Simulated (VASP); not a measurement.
# PbS (Cmcm) in VASP: a series of runs, part 2 of 2

VASP 6.6.1. Earlier steps stand in the parts before.

### Step 3. Single point, LDA

This run uses another cell than the first one, of 28.80 Å³/atom, 1.038 times its volume.

INCAR

```
PREC = Accurate
ENCUT = 520
EDIFF = 1E-6
ISMEAR = 0
SIGMA = 0.01
LREAL = False
LASPH = True
NELM = 60
ALGO = Normal
ISIF = 2
LWAVE = False
LCHARG = True
GGA = CA
LELF = True
LVHAR = True
NBANDS = 28
```

KPOINTS

```
Automatic mesh
0
Gamma
  6 6 6
```

POSCAR

```
PbS
1.0
    2.1339986822     -6.1469873336      0.0000000000
    2.1339986822      6.1469873336      0.0000000000
    0.0000000000      0.0000000000      4.3905205609
Pb S
2 2
Direct
    0.8694400000      0.1305600000      0.7500000000
    0.1305600000      0.8694400000      0.2500000000
    0.6452000000      0.3548000000      0.7500000000
    0.3548000000      0.6452000000      0.2500000000
```

Potentials or basis: VASP PAW LDA potentials, release 64 (Pb_d, S).

Run with:

```bash
cat potpaw_LDA.64/Pb_d/POTCAR potpaw_LDA.64/S/POTCAR > POTCAR
mpirun -np 1 vasp_std > vasp.out
```

Wall time 3 min (1 thread of AMD EPYC 7R13 (Zen 3), shared host); peak memory 0.28 GiB.

It converged, with:

| Item | Value |
| --- | --- |
| Free energy | -19.5084 eV |
| Pressure | -6.5 GPa |
| Largest force | 0.513 eV/Å |
| Band gap on the k mesh | 1.20 eV, indirect (least direct gap 1.36 eV) |

Forces on the atoms (eV/Å):
```
Pb   0.000  0.513  0.000
Pb   0.000 -0.513  0.000
S    0.000 -0.304  0.000
S    0.000  0.304  0.000
```

Stress tensor (GPa, compression positive):
```
-6.66  0.00  0.00
 0.00 -6.05  0.00
 0.00  0.00 -6.86
```

Levels at points of the mesh, in eV from the valence-band top:
| k point | band 16 | band 17 | band 18 | band 19 | band 20 | band 21 | band 22 | band 23 | band 24 | band 25 |
| --- | --- | --- | --- | --- | --- | --- | --- | --- | --- | --- |
| (0.00, 0.00, 0.00) | -2.47 | -1.96 | -1.29 | -1.12 | -0.28 | 4.44 | 4.66 | 4.83 | 5.24 | 5.45 |
| (0.50, 0.00, 0.00) | -1.66 | -1.00 | -0.84 | -0.31 | -0.22 | 1.72 | 1.87 | 2.24 | 2.83 | 3.12 |
| (0.50, 0.50, 0.00) | -2.18 | -1.66 | -1.48 | -0.96 | -0.28 | 1.20 | 4.27 | 4.76 | 5.01 | 5.20 |
| (0.00, 0.00, 0.50) | -2.31 | -0.79 | -0.79 | -0.03 | -0.03 | 1.81 | 1.81 | 2.78 | 2.78 | 4.74 |
| (0.50, 0.00, 0.50) | -3.74 | -2.65 | -2.65 | -1.15 | -1.15 | 3.35 | 3.35 | 5.00 | 5.00 | 6.08 |
| (0.50, 0.50, 0.50) | -0.92 | -0.88 | -0.88 | -0.35 | -0.35 | 1.55 | 1.55 | 3.14 | 3.14 | 3.46 |

Caveat: spin-orbit coupling is left out, which moves the levels of the heavy elements. A k mesh can miss the band edges.

### Step 4. Single point, LDA

This run uses another cell than the first one, of 29.86 Å³/atom, 1.077 times its volume.

INCAR

```
PREC = Accurate
ENCUT = 520
EDIFF = 1E-7
ISMEAR = 0
SIGMA = 0.01
LREAL = F
LASPH = T
NELM = 100
ALGO = Normal
ISIF = 2
LWAVE = F
LCHARG = F
NBANDS = 28
```

KPOINTS is that of step 3.

POSCAR

```
PbS
1.0
    2.1600256214     -6.2219579825      0.0000000000
    2.1600256214      6.2219579825      0.0000000000
    0.0000000000      0.0000000000      4.4440687720
Pb S
2 2
Direct
    0.8694400000      0.1305600000      0.7500000000
    0.1305600000      0.8694400000      0.2500000000
    0.6452000000      0.3548000000      0.7500000000
    0.3548000000      0.6452000000      0.2500000000
```

Potentials or basis: VASP PAW LDA potentials, release 64 (Pb_d, S).

Run with:

```bash
cat potpaw_LDA.64/Pb_d/POTCAR potpaw_LDA.64/S/POTCAR > POTCAR
mpirun -np 1 vasp_std > vasp.out
```

OUTCAR:

```text
PREC = Accurate
   ENCUT = 520
   EDIFF = 1E-7
   ISMEAR = 0
   LREAL = F
   LASPH = T
   NELM = 100
   ISIF = 2

 ion  position               nearest neighbor table
   1  0.869  0.131  0.750-   3 2.79   4 3.10   4 3.10   4 3.10   4 3.10   2 3.94   2 3.94
   2  0.131  0.869  0.250-   4 2.79   3 3.10   3 3.10   3 3.10   3 3.10   1 3.94   1 3.94
   3  0.645  0.355  0.750-   1 2.79   2 3.10   2 3.10   2 3.10   2 3.10
   4  0.355  0.645  0.250-   2 2.79   1 3.10   1 3.10   1 3.10   1 3.10

  LATTYP: Found a base centered orthorhombic cell.
 ALAT       =     4.3200512428
 B/A-ratio  =     2.8805019352
 C/A-ratio  =     1.0287074209

  Lattice vectors:

 A1 = (   2.1600256214,  -6.2219579825,   0.0000000000)
 A2 = (   2.1600256214,   6.2219579825,   0.0000000000)
 A3 = (   0.0000000000,   0.0000000000,   4.4440687720)

Analysis of symmetry for initial positions (statically):
=====================================================================
 Subroutine PRICEL returns:
 Original cell was already a primitive cell.

 Routine SETGRP: Setting up the symmetry group for a
[... 174 lines left out ...]

 E-fermi :   3.4245     XC(G=0):  -9.4217

 val. band max:        3.3670221668   @ k =   0.5000   0.5000   0.3333
 cond. band min:       4.6145761156   @ k =   0.5000   0.5000   0.0000
 fundamental gap:      1.2475539488
 Fermi energy:         3.4244899603

 k-point     1 :       0.0000    0.0000    0.0000
  band No.  band energies     occupation
      1     -12.7841      2.00000
      2     -12.7417      2.00000
      3     -12.7373      2.00000
      4     -12.7326      2.00000
      5     -12.7085      2.00000
      6     -12.7063      2.00000
[... 733 lines left out ...]
     27      10.3913      0.00000
     28      10.9935      0.00000

 [... further k-points ...]

------------------------ aborting loop because EDIFF is reached ----------------------------------------

  FORCE on cell =-STRESS in cart. coord.  units (eV):
  Direction    XX          YY          ZZ          XY          YZ          ZX
  --------------------------------------------------------------------------------------
  -------------------------------------------------------------------------------------
  Total       -5.7571300     -5.2911284     -5.8812676      0.0000000      0.0000000      0.0000000
  in kB      -77.2182354    -70.9679302    -78.8832472      0.0000000      0.0000000      0.0000000
  external PRESSURE =     -75.6898043 kB  Pullay stress =       0.0000000 kB

 VOLUME and BASIS-vectors are now :
 -----------------------------------------------------------------------------
  energy-cutoff  :      520.00
  volume of cell :      119.45
      direct lattice vectors                 reciprocal lattice vectors
     2.160025621 -6.221957983  0.000000000     0.231478736 -0.080360556  0.000000000
     2.160025621  6.221957983  0.000000000     0.231478736  0.080360556  0.000000000
     0.000000000  0.000000000  4.444068772     0.000000000  0.000000000  0.225019020

 POSITION                                       TOTAL-FORCE (eV/Angst)
 -----------------------------------------------------------------------------------
      2.16003     -4.59728      3.33305         0.000000      0.681096      0.000000
      2.16003      4.59728      1.11102         0.000000     -0.681096      0.000000
      2.16003     -1.80686      3.33305         0.000000     -0.406030      0.000000
      2.16003      1.80686      1.11102         0.000000      0.406030      0.000000
 -----------------------------------------------------------------------------------
    total drift:                                0.000000     -0.000000     -0.000000

  FREE ENERGIE OF THE ION-ELECTRON SYSTEM (eV)
  ---------------------------------------------------
  free  energy   TOTEN  =       -19.3219177890 eV

  energy  without entropy=      -19.3219177890  energy(sigma->0) =      -19.32191779
```

Run time: 4.1 min. Hardware: 1 thread of AMD EPYC 7R13 (Zen 3), shared host; peak memory 0.28 GiB.

Results:

| Quantity | Value |
| --- | --- |
| Free energy | -19.3219 eV |
| Pressure | -7.6 GPa |
| Largest force | 0.681 eV/Å |
| Band gap on the k mesh | 1.25 eV, indirect (least direct gap 1.38 eV) |

Forces in eV/Å, atoms in the order of the input:
```
Pb   0.000  0.681  0.000
Pb   0.000 -0.681  0.000
S    0.000 -0.406  0.000
S    0.000  0.406  0.000
```

Caveat: spin-orbit coupling is left out, which moves the levels of the heavy elements.

### Step 5. Overview

```tsv
cell	gap on the mesh (eV)	pressure (GPa)	largest force (eV/Å)
a = 6.426, b = 6.426, c = 4.336 Å, angles 90.0, 90.0, 141.7°, 4 atoms	1.15	-5.2	0.32
a = 6.507, b = 6.507, c = 4.391 Å, angles 90.0, 90.0, 141.7°, 4 atoms	1.20	-6.5	0.51
a = 6.586, b = 6.586, c = 4.444 Å, angles 90.0, 90.0, 141.7°, 4 atoms	1.25	-7.6	0.68
```

Alike in all rows: task single point; level LDA; potentials or basis VASP PAW LDA potentials, release 64 (Pb_d, S); no spin polarisation; k mesh 6 × 6 × 6; cutoff (eV) 520; smearing gaussian 0.01 eV.

Caveats: spin-orbit coupling is left out, which moves the levels of the heavy elements.

Absolute energies hang on the potentials; compare differences alone.
